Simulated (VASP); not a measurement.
# MgS (P6_3mc) in VASP: a series of runs

MgS is run at these levels: PBEsol; tasks: vibrations by perturbation theory, elastic constants.

Program: VASP 6.6.1. These are calculated values, not measurements. Logs are shortened: lines on timing, memory, paths and dates and some standing lists are left out, and cuts for length are marked.

## 1. The cell of the first run

Symmetry: P6_3mc, No. 186, hexagonal system. Conventional cell: a = 4.035 Å, b = 4.035 Å, c = 6.432 Å, α = 90.00°, β = 90.00°, γ = 120.00°. Within 3.2 Å of S (site symmetry 3m) lie 4 Mg at 2.45 to 2.47 Å. Mg (site symmetry 3m) has 4 S at 2.45 to 2.47 Å within 3.2 Å.

## 2. Vibrations by perturbation theory, PBEsol

INCAR

```
SYSTEM = MgS
PREC = Accurate ; ENCUT = 520
EDIFF = 1E-8 ; ISMEAR = 0
SIGMA = 0.01 ; LREAL = .FALSE.
LASPH = .TRUE. ; NELM = 100
ALGO = Normal ; ISIF = 2
LWAVE = .FALSE. ; LCHARG = .TRUE.
GGA = PS ; IBRION = 8
NSW = 1 ; LEPSILON = .TRUE.
```

KPOINTS

```
Automatic mesh
0
G
  6 6 4
  0 0 0
```

POSCAR

```
MgS
1.0
    4.0346224068      0.0000000000      0.0000000000
   -2.0173112034      3.4940854990      0.0000000000
    0.0000000000      0.0000000000      6.4322941800
S Mg
2 2
Direct
    0.6666666667      0.3333333333      0.8792441500
    0.3333333333      0.6666666667      0.3792441500
    0.3333333333      0.6666666667      0.9957548500
    0.6666666667      0.3333333333      0.4957548500
```

Potentials or basis: VASP PAW PBE potentials, release 64 (S, Mg).

Started as:

```
$ cat potpaw_PBE.64/S/POTCAR potpaw_PBE.64/Mg/POTCAR > POTCAR
$ mpirun -np 1 vasp_std > vasp.out
```

OUTCAR:

```text
SYSTEM = MgS
   PREC = Accurate
   ENCUT = 520
   EDIFF = 1E-8
   ISMEAR = 0
   LREAL = .FALSE.
   LASPH = .TRUE.
   NELM = 100
   ISIF = 2
   GGA = PS
   IBRION = 8
   NSW = 1
   LEPSILON = .TRUE.

 ion  position               nearest neighbor table
   1  0.667  0.333  0.879-   3 2.45   3 2.45   3 2.45   4 2.47
   2  0.333  0.667  0.379-   4 2.45   4 2.45   4 2.45   3 2.47
   3  0.333  0.667  0.996-   1 2.45   1 2.45   1 2.45   2 2.47
   4  0.667  0.333  0.496-   2 2.45   2 2.45   2 2.45   1 2.47

  LATTYP: Found a hexagonal cell.
 ALAT       =     4.0346224068
 C/A-ratio  =     1.5942741430

  Lattice vectors:

 A1 = (   4.0346224068,   0.0000000000,   0.0000000000)
 A2 = (  -2.0173112034,   3.4940854990,   0.0000000000)
 A3 = (   0.0000000000,   0.0000000000,   6.4322941800)

Analysis of symmetry for initial positions (statically):
=====================================================================
 Subroutine PRICEL returns:
 Original cell was already a primitive cell.

 Routine SETGRP: Setting up the symmetry group for a
 hexagonal supercell.

 Subroutine GETGRP returns: Found 12 space group operations
 (whereof  6 operations were pure point group operations)
 out of a pool of 24 trial point group operations.

The static configuration has the point symmetry C_3v.
 The point group associated with its full space group is C_6v.

Analysis of symmetry for dynamics (positions and initial velocities):
=====================================================================
 Subroutine PRICEL returns:
 Original cell was already a primitive cell.

 Routine SETGRP: Setting up the symmetry group for a
 hexagonal supercell.

 Subroutine GETGRP returns: Found 12 space group operations
[... 584 lines left out ...]
 ---------------------------------------------------------------------------------
 ion    1
    1    -1.88853     0.00000     0.00000
    2     0.00000    -1.88853     0.00000
    3     0.00000    -0.00000    -1.95987
 ion    2
    1    -1.88853    -0.00000     0.00000
    2     0.00000    -1.88853     0.00000
    3    -0.00000     0.00000    -1.95987
 ion    3
    1     1.88853     0.00000     0.00000
    2     0.00000     1.88853     0.00000
    3     0.00000    -0.00000     1.95987
 ion    4
    1     1.88853    -0.00000     0.00000
    2     0.00000     1.88853     0.00000
    3    -0.00000     0.00000     1.95987

 INTERNAL STRAIN TENSOR FOR ION    4 for displacements in x,y,z  (eV/Angst):
          X           Y           Z          XY          YZ          ZX
  --------------------------------------------------------------------------------
  x     0.00000     0.00000     0.00000     5.16420    -0.00000    -3.45545
  y     5.16420    -5.16420    -0.00000     0.00000    -3.37514    -0.00000
  z    -3.49194    -3.49194     7.35982     0.00000    -0.00000     0.00000

 SECOND DERIVATIVES (NOT SYMMETRIZED)
 ------------------------------------
               1X          1Y          1Z          2X          2Y          2Z          3X          3Y          3Z          4X          4Y          4Z
  1X    -6.057733   -0.000000   -0.000000    0.253811    0.000000    0.000000    5.523411   -0.000000   -0.000000    0.280511    0.000000    0.000000
  1Y     0.000000   -6.057733    0.000000    0.000000    0.253811    0.000000    0.000000    5.523411    0.000000    0.000000    0.280511    0.000000
  1Z     0.000000    0.000000   -6.990222    0.000000    0.000000    2.195571    0.000000    0.000000    1.609895    0.000000    0.000000    3.184755
  2X     0.253811    0.000000    0.000000   -6.057733    0.000000    0.000000    0.280511   -0.000000   -0.000000    5.523411   -0.000000   -0.000000
  2Y     0.000000    0.253811   -0.000000    0.000000   -6.057733   -0.000000    0.000000    0.280511    0.000000    0.000000    5.523411    0.000000
  2Z     0.000000    0.000000    2.195571    0.000000    0.000000   -6.990222    0.000000    0.000000    3.184755    0.000000    0.000000    1.609895
  3X     5.517290    0.000000    0.000000    0.276889   -0.000000   -0.000000   -5.789676    0.000000    0.000000   -0.004503   -0.000000   -0.000000
  3Y     0.000000    5.517290   -0.000000    0.000000    0.276889    0.000000    0.000000   -5.789676    0.000000    0.000000   -0.004503    0.000000
  3Z    -0.000000    0.000000    1.601968    0.000000    0.000000    3.188030    0.000000   -0.000000   -6.417082    0.000000    0.000000    1.627084
  4X     0.276889    0.000000    0.000000    5.517290    0.000000   -0.000000   -0.004503   -0.000000    0.000000   -5.789676    0.000000   -0.000000
  4Y    -0.000000    0.276889   -0.000000    0.000000    5.517290    0.000000    0.000000   -0.004503   -0.000000   -0.000000   -5.789676    0.000000
  4Z    -0.000000    0.000000    3.188030    0.000000   -0.000000    1.601968    0.000000    0.000000    1.627084    0.000000    0.000000   -6.417082

 Eigenvectors and eigenvalues of the dynamical matrix
 ----------------------------------------------------

   1 f  =   10.124224 THz    63.612375 2PiTHz  337.707758 cm-1    41.870407 meV
             X         Y         Z           dx          dy          dz
      2.017311  1.164695  5.655557    -0.000001    0.464529    0.000000
     -0.000000  2.329390  2.439410    -0.000001    0.464529   -0.000000
     -0.000000  2.329390  6.404988     0.000001   -0.533117    0.000000
      2.017311  1.164695  3.188841     0.000001   -0.533117    0.000000
[... 71 lines left out ...]
  12 f/i=    0.004213 THz     0.026468 2PiTHz    0.140517 cm-1     0.017422 meV
             X         Y         Z           dx          dy          dz
      2.017311  1.164695  5.655557    -0.291601    0.446298   -0.000000
     -0.000000  2.329390  2.439410    -0.291601    0.446298   -0.000000
     -0.000000  2.329390  6.404988    -0.254085    0.388880   -0.000000
      2.017311  1.164695  3.188841    -0.254085    0.388880   -0.000000

--------------------------------------------------------------------------------------------------------

 MACROSCOPIC STATIC DIELECTRIC TENSOR IONIC CONTRIBUTION
 ------------------------------------------------------
           2.454608    -0.000000    -0.000000
          -0.000000     2.454608     0.000000
          -0.000000     0.000000     3.198903
 ------------------------------------------------------

 ELASTIC MODULI CONTR FROM IONIC RELAXATION (kBar)
 Direction    XX          YY          ZZ          XY          YZ          ZX
 --------------------------------------------------------------------------------
 XX        -304.4673    124.7800    189.3709     -0.0000     -0.0000     -0.0000
 YY         124.7800   -304.4673    189.3709      0.0000      0.0000      0.0000
 ZZ         189.3709    189.3709   -399.1528      0.0000      0.0000     -0.0000
 XY          -0.0000      0.0000      0.0000   -214.6237      0.0000     -0.0000
 YZ           0.0000     -0.0000      0.0000      0.0000    -69.3534      0.0000
 ZX          -0.0000      0.0000     -0.0000     -0.0000      0.0000    -74.6186
 --------------------------------------------------------------------------------

 PIEZOELECTRIC TENSOR IONIC CONTR  for field in x, y, z        (C/m^2)
          XX          YY          ZZ          XY          YZ          ZX
  --------------------------------------------------------------------------------
  x    -0.00000     0.00000    -0.00000     0.00000     0.00000    -0.40270
  y     0.00000    -0.00000     0.00000     0.00000    -0.38824     0.00000
  z    -0.50445    -0.50445     1.06327    -0.00000    -0.00000     0.00000
```

OSZICAR:

```text
N       E                     dE             d eps       ncg     rms          rms(c)
DAV:   1     0.674722687713E+02    0.67472E+02   -0.61444E+03   504   0.108E+03
DAV:   2    -0.126746720649E+02   -0.80147E+02   -0.74585E+02   792   0.163E+02
DAV:   3    -0.187295273682E+02   -0.60549E+01   -0.60318E+01   648   0.516E+01
[... 208 lines left out ...]
RMM:   9    -0.302639982014E-02   -0.19808E-06    0.52653E-07  1013   0.381E-04    0.579E-05
RMM:  10    -0.302647424057E-02   -0.74420E-07    0.45590E-07  1056   0.147E-04    0.369E-05
RMM:  11    -0.302653972345E-02   -0.65483E-07    0.23331E-07  1024   0.682E-05    0.108E-05
RMM:  12    -0.302654236046E-02   -0.26370E-08    0.16833E-07  1104   0.256E-05    0.730E-06
RMM:  13    -0.302653446787E-02    0.78926E-08    0.19375E-07  1031   0.977E-06    0.163E-06
RMM:  14    -0.302653487014E-02   -0.40227E-09    0.42413E-08   971   0.340E-06    0.632E-07
 Linear response finished
```

stdout:

```text
POSCAR found type information on POSCAR S Mg
 POSCAR found :  2 types and       4 ions
 scaLAPACK will be used
 -----------------------------------------------------------------------------
|                                                                             |
|                                                                             |
|     You enforced a specific xc type in the INCAR file but a different       |
[... 47 lines left out ...]
 force on displaced ion       3 direction 1 :  -5.790   0.000  -0.000
 Born effective charge ion    3 direction 1 :   1.883   0.000   0.000
 Linear response progress:
 first order change of Fermi-energy   0.70546E-01
 force on displaced ion       3 direction 3 :   0.000   0.000  -6.417
 Born effective charge ion    3 direction 3 :  -0.000   0.000   1.960
 Born effective charges drift removed
 Linear response finished
```

Run time: 19 min. Hardware: 1 thread of Intel Xeon 8259CL, shared host; peak memory 0.4 GiB.

What came out:

```
Electronic dielectric tensor (diagonal)                 : 4.10, 4.10, 4.20
Born charges (mean of the diagonal)                     : S -1.91; Mg +1.91 e
Highest phonon frequency at Γ, LO-TO splitting left out : 338 cm⁻¹
```

Phonon frequencies in cm⁻¹ (negative: imaginary):
| q point | frequencies |
| --- | --- |
| (0.000, 0.000, 0.000) | 0 0 0 88 88 260 307 317 332 332 338 338 |

Electronic dielectric tensor:
```
4.10 0.00 0.00
0.00 4.10 0.00
0.00 0.00 4.20
```

Born effective charge tensors (e):
atom 1, S
```
-1.89  0.00  0.00
 0.00 -1.89  0.00
 0.00  0.00 -1.96
```
atom 2, S
```
-1.89  0.00  0.00
 0.00 -1.89  0.00
 0.00  0.00 -1.96
```
atom 3, Mg
```
1.89 0.00 0.00
0.00 1.89 0.00
0.00 0.00 1.96
```
atom 4, Mg
```
1.89 0.00 0.00
0.00 1.89 0.00
0.00 0.00 1.96
```

Caveat: the PAW data sets were made with another functional, which shifts forces and pressure a little.

## 3. Elastic constants, PBEsol

INCAR

```
ALGO = Normal ; EDIFF = 1E-8
ENCUT = 600 ; GGA = PS
IBRION = 6 ; ISIF = 3
ISMEAR = 0 ; LASPH = T
LCHARG = F ; LREAL = F
LWAVE = F ; NBANDS = 16
NELM = 100 ; NFREE = 2
NSW = 1 ; POTIM = 0.015
PREC = Accurate ; SIGMA = 0.01
```

KPOINTS

```
k-points
0
Gamma
  6 6 4
```

POSCAR is that of step 2.

Potentials or basis: VASP PAW PBE potentials, release 64 (S, Mg).

Started as:

```
$ cat potpaw_PBE.64/S/POTCAR potpaw_PBE.64/Mg/POTCAR > POTCAR
$ mpirun -np 1 vasp_std > vasp.out
```

Run time: 30 min. Hardware: 1 thread of Intel Xeon 8259CL, shared host; peak memory 0.41 GiB.

The run converged. Its results:

* Voigt bulk modulus: 57 GPa
* Highest phonon frequency at Γ, LO-TO splitting left out: 338 cm⁻¹

Phonon frequencies in cm⁻¹ (negative: imaginary):
| q point | frequencies |
| --- | --- |
| (0.000, 0.000, 0.000) | 0 0 0 87 87 259 307 317 332 332 338 338 |

Elastic tensor in Voigt notation (GPa, in the Cartesian axes of the cell as first typed):
```
85 49 43  0  0  0
49 85 43  0  0  0
43 43 76  0  0  0
 0  0  0 18  0  0
 0  0  0  0 18  0
 0  0  0  0  0 18
```

Clamped-ion elastic tensor (GPa):
```
116  37  24   0   0   0
 37 116  24   0   0   0
 24  24 116   0   0   0
  0   0   0  26   0   0
  0   0   0   0  26   0
  0   0   0   0   0  39
```

Caveat: the PAW data sets were made with another functional, which shifts forces and pressure a little.
